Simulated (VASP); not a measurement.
# BN (P6_3mc) in VASP: notebook, part 2 of 2

VASP 6.6.1. The steps go on from the part before.

**5. Single point, PBE (strain -0.030 along x and y, +0.030 along z)**

INCAR reads:

```
SYSTEM = BN
PREC     = Accurate       ! precision mode
ENCUT    = 520            ! plane-wave cutoff, eV
EDIFF    = 1E-7           ! SCF threshold, eV
ISMEAR   = 0              ! smearing method
SIGMA    = 0.05           ! smearing width, eV
LREAL    = .FALSE.        ! projectors in reciprocal space
LASPH    = .TRUE.         ! aspherical terms in the spheres
NELM     = 100            ! most SCF steps
ALGO     = Normal         ! electronic algorithm
ISIF     = 2              ! what is computed and relaxed
LWAVE    = .FALSE.        ! write WAVECAR
LCHARG   = .FALSE.        ! write CHGCAR
GGA      = PE             ! functional
NBANDS   = 16             ! bands
```

KPOINTS reads:

```
Automatic mesh
0
G
  12 12 6
  0 0 0
```

POSCAR reads:

```
BN
1.0
    2.4779426931      0.0000000000      0.0000000000
   -1.2389713465      2.1459613213      0.0000000000
    0.0000000000      0.0000000000      4.3512499713
B N
2 2
Direct
    0.6666666667      0.3333333333      0.9998058547
    0.3333333333      0.6666666667      0.4998058547
    0.6666666667      0.3333333333      0.6251941453
    0.3333333333      0.6666666667      0.1251941453
```

The run is started by

```bash
$ cat potpaw_PBE.64/B/POTCAR potpaw_PBE.64/N/POTCAR > POTCAR
$ mpirun -np 1 vasp_std > vasp.out
```

Run time: 21 s. Hardware: 1 thread of Intel Xeon Platinum 8259CL at 2.50GHz (Skylake/Cascade Lake), shared host; peak memory 0.14 GiB.

Results (log left out):

```yaml
Free_energy: -34.6289 eV
Pressure: 14.3 GPa
Band_gap_on_the_k_mesh: 4.93 eV, indirect (least direct gap 6.73 eV)
```

Stress tensor (GPa, compression positive):
```
 34.18   0.00   0.00
  0.00  34.18   0.00
  0.00   0.00 -25.41
```

Levels at points of the mesh, in eV from the valence-band top:
```
           k point  band 4  band 5  band 6  band 7  band 8  band 9  band 10  band 11  band 12  band 13
(0.00, 0.00, 0.00)   -1.75   -1.75   -0.60    0.00    0.00    6.73     9.00     9.00    10.98    11.84
(0.50, 0.00, 0.00)   -8.48   -6.95   -4.80   -4.44   -2.40    7.33     7.54    11.10    11.46    11.99
(0.00, 0.00, 0.50)   -6.41   -0.96   -0.96   -0.96   -0.96   10.30    10.30    10.40    10.40    10.40
(0.50, 0.00, 0.50)  -10.28   -3.95   -3.95   -3.76   -3.76    6.31     6.31     9.99     9.99    14.50
```

Caveat: the cell differs from its parent crystal (strain -0.030 along x and y, +0.030 along z).

**6. Single point, PBE (strain +0.000 along x and y, -0.030 along z)**

INCAR reads:

```
SYSTEM = BN
  PREC = Accurate
  ENCUT = 520
  EDIFF = 1E-7
  ISMEAR = 0
  SIGMA = 0.05
  LREAL = .FALSE.
  LASPH = .TRUE.
  NELM = 60
  ALGO = Normal
  ISIF = 2
  LWAVE = .FALSE.
  LCHARG = .FALSE.
  GGA = PE
  NBANDS = 16
```

KPOINTS is that of step 5.

POSCAR reads:

```
BN
1.0
    2.5545800960      0.0000000000      0.0000000000
   -1.2772900480      2.2123312591      0.0000000000
    0.0000000000      0.0000000000      4.0977790991
B N
2 2
Direct
    0.6666666667      0.3333333333      0.9998058547
    0.3333333333      0.6666666667      0.4998058547
    0.6666666667      0.3333333333      0.6251941453
    0.3333333333      0.6666666667      0.1251941453
```

Potentials or basis: VASP PAW PBE potentials, release 64 (B, N).

The run is started by

```bash
$ cat potpaw_PBE.64/B/POTCAR potpaw_PBE.64/N/POTCAR > POTCAR
$ mpirun -np 1 vasp_std > vasp.out
```

OUTCAR:

```text
SYSTEM = BN
   PREC = Accurate
   ENCUT = 520
   EDIFF = 1E-7
   ISMEAR = 0
   LREAL = .FALSE.
   LASPH = .TRUE.
   NELM = 60
   ISIF = 2
   GGA = PE

 ion  position               nearest neighbor table
   1  0.667  0.333  1.000-   3 1.54   4 1.56   4 1.56   4 1.56
   2  0.333  0.667  0.500-   4 1.54   3 1.56   3 1.56   3 1.56
   3  0.667  0.333  0.625-   1 1.54   2 1.56   2 1.56   2 1.56
   4  0.333  0.667  0.125-   2 1.54   1 1.56   1 1.56   1 1.56

  LATTYP: Found a hexagonal cell.
 ALAT       =     2.5545800960
 C/A-ratio  =     1.6040910620

  Lattice vectors:

 A1 = (   2.5545800960,   0.0000000000,   0.0000000000)
 A2 = (  -1.2772900480,   2.2123312591,   0.0000000000)
 A3 = (   0.0000000000,   0.0000000000,   4.0977790991)

Analysis of symmetry for initial positions (statically):
=====================================================================
 Subroutine PRICEL returns:
 Original cell was already a primitive cell.

 Routine SETGRP: Setting up the symmetry group for a
 hexagonal supercell.

 Subroutine GETGRP returns: Found 12 space group operations
[... 167 lines left out ...]
  ---------------------------------------------------
  free energy    TOTEN  =       -34.75720353 eV

  energy without entropy =      -34.75720353  energy(sigma->0) =      -34.75720353

 E-fermi :   8.1202     XC(G=0): -12.9081

 val. band max:        7.7940264858   @ k =   0.0000   0.0000   0.0000
 cond. band min:      13.0619277291   @ k =   0.3333   0.3333   0.0000
 fundamental gap:      5.2679012432
 Fermi energy:         8.1202104550

 k-point     1 :       0.0000    0.0000    0.0000
  band No.  band energies     occupation
      1     -12.8311      2.00000
      2      -8.3061      2.00000
      3      -3.2231      2.00000
      4       5.3879      2.00000
      5       5.3879      2.00000
      6       7.5975      2.00000
[... 433 lines left out ...]
      3      -1.2369      2.00000
      4       0.3960      2.00000
      5       1.8420      2.00000
      6       3.2340      2.00000
[... 8 lines left out ...]
     15      24.0402      0.00000
     16      24.5189      0.00000

 [... further k-points ...]
[... 5 lines left out ...]
  --------------------------------------------------------------------------------------
  -------------------------------------------------------------------------------------
  Total        0.3190505      0.3190505      4.9578489     -0.0000000      0.0000000      0.0000000
  in kB       22.0725137     22.0725137    342.9933064     -0.0000000      0.0000000      0.0000000
  external PRESSURE =     129.0461112 kB  Pullay stress =       0.0000000 kB

 VOLUME and BASIS-vectors are now :
 -----------------------------------------------------------------------------
  energy-cutoff  :      520.00
  volume of cell :       23.16
      direct lattice vectors                 reciprocal lattice vectors
     2.554580096  0.000000000  0.000000000     0.391453766  0.226005937  0.000000000
    -1.277290048  2.212331259  0.000000000     0.000000000  0.452011875  0.000000000
     0.000000000  0.000000000  4.097779099     0.000000000  0.000000000  0.244034628

 POSITION                                       TOTAL-FORCE (eV/Angst)
 -----------------------------------------------------------------------------------
      1.27729      0.73744      4.09698        -0.000000      0.000000      0.095344
     -0.00000      1.47489      2.04809         0.000000      0.000000      0.095344
      1.27729      0.73744      2.56191         0.000000     -0.000000     -0.095344
     -0.00000      1.47489      0.51302        -0.000000      0.000000     -0.095344
 -----------------------------------------------------------------------------------
    total drift:                                0.000000      0.000000      0.000110

  FREE ENERGIE OF THE ION-ELECTRON SYSTEM (eV)
  ---------------------------------------------------
  free  energy   TOTEN  =       -34.7572035251 eV

  energy  without entropy=      -34.7572035251  energy(sigma->0) =      -34.75720353
```

Wall time 23 s (1 thread of Intel Xeon Platinum 8259CL at 2.50GHz (Skylake/Cascade Lake), shared host); peak memory 0.14 GiB.

What came out:

* Free energy: -34.7572 eV
* Pressure: 12.9 GPa
* Largest force: 0.095 eV/Å
* Band gap on the k mesh: 5.27 eV, indirect (least direct gap 8.17 eV)

Forces in eV/Å, atoms in the order of the input:
```
B    0.000  0.000  0.095
B    0.000  0.000  0.095
N    0.000  0.000 -0.095
N    0.000  0.000 -0.095
```

Stress tensor (GPa, compression positive):
```
 2.21  0.00  0.00
 0.00  2.21  0.00
 0.00  0.00 34.30
```

Levels at points of the mesh, in eV from the valence-band top:
```
           k point  band 5  band 6  band 7  band 8  band 9  band 10  band 11  band 12
(0.00, 0.00, 0.00)   -2.41   -0.20    0.00    0.00    8.17     8.17     9.17     9.66
(0.50, 0.00, 0.00)   -7.06   -5.26   -4.57   -2.03    6.48     8.24    10.51    11.57
(0.00, 0.00, 0.50)   -1.34   -1.34   -1.34   -1.34    9.27     9.27     9.85     9.85
(0.50, 0.00, 0.50)   -3.91   -3.91   -3.47   -3.47    6.73     6.73    10.39    10.39
```

Caveat: the cell differs from its parent crystal (strain +0.000 along x and y, -0.030 along z).

**7. The runs side by side**

| cell | gap on the mesh (eV) | pressure (GPa) | largest force (eV/Å) |
| --- | --- | --- | --- |
| a = 2.516, b = 2.516, c = 4.098 Å, angles 90.0, 90.0, 120.0°, 4 atoms | 5.17 | 25.8 | 0.03 |
| a = 2.478, b = 2.478, c = 4.288 Å, angles 90.0, 90.0, 120.0°, 4 atoms | 4.96 | 19.9 | 0.08 |
| a = 2.516, b = 2.516, c = 4.161 Å, angles 90.0, 90.0, 120.0°, 4 atoms | 5.14 | 18.7 | 0.04 |
| a = 2.478, b = 2.478, c = 4.351 Å, angles 90.0, 90.0, 120.0°, 4 atoms | 4.93 | 14.3 | - |
| a = 2.555, b = 2.555, c = 4.098 Å, angles 90.0, 90.0, 120.0°, 4 atoms | 5.27 | 12.9 | 0.10 |

Alike in all rows: task single point; level PBE; potentials or basis VASP PAW PBE potentials, release 64 (B, N); no spin polarisation; k mesh 12 × 12 × 6; cutoff (eV) 520; smearing gaussian 0.05 eV.

Total energies depend on the potentials used, so only differences within one code and one set of settings carry meaning.
